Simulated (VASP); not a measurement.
Write the native input for VASP 6.6.1 that does the following.

```
Task                   : single point
Functional             : PBEsol
Potentials or basis    : VASP PAW PBE potentials, release 64 (Ba_sv)
Cutoff                 : 520 eV
k mesh                 : 14 × 14 × 14
Occupations            : gaussian, width 0.15 eV
Spin                   : no spin polarisation
Dipole correction      : no
Further INCAR settings : ALGO = Fast; EDIFF = 1e-07; NBANDS = 11
```

The structure of Ba lies in POSCAR:

```
Ba
1.0
    1.8573891408      4.1578463377      4.1578463377
    4.1578463377      1.8573891408      4.1578463377
    4.1578463377      4.1578463377      1.8573891408
Ba
1
Direct
    0.0000000000      0.0000000000      0.0000000000
```

One way to write it, as run:

INCAR

```
SYSTEM = Ba
PREC     = Accurate       ! precision mode
ENCUT    = 520            ! plane-wave cutoff, eV
EDIFF    = 1E-7           ! SCF threshold, eV
ISMEAR   = 0              ! smearing method
SIGMA    = 0.15           ! smearing width, eV
LREAL    = .FALSE.        ! projectors in reciprocal space
LASPH    = .TRUE.         ! aspherical terms in the spheres
NELM     = 60             ! most SCF steps
ALGO     = Fast           ! electronic algorithm
ISIF     = 2              ! what is computed and relaxed
LWAVE    = .FALSE.        ! write WAVECAR
LCHARG   = .TRUE.         ! write CHGCAR
GGA      = PS             ! functional
LELF     = .TRUE.         ! ELF
LVHAR    = .TRUE.       
NBANDS   = 11             ! bands
```

KPOINTS

```
Automatic mesh
0
G
  14 14 14
  0 0 0
```

Potentials or basis: VASP PAW PBE potentials, release 64 (Ba_sv).

Launch:

```sh
$ cat potpaw_PBE.64/Ba_sv/POTCAR > POTCAR
$ mpirun -np 1 vasp_std > vasp.out
```

It gave:

```
Pressure               : 5.4 GPa
Band gap on the k mesh : zero (bands 5 and 6 overlap by 1.23 eV)
```

Caveat: the cell stands under pressure; the PAW data sets were made with another functional, which shifts forces and pressure a little; spin-orbit coupling is left out, which moves the levels of the heavy elements.

Run time: 8.9 min on 1 thread of Intel(R) Xeon(R) Platinum 8488C (Sapphire Rapids), on a shared host, peak memory 0.44 GiB.
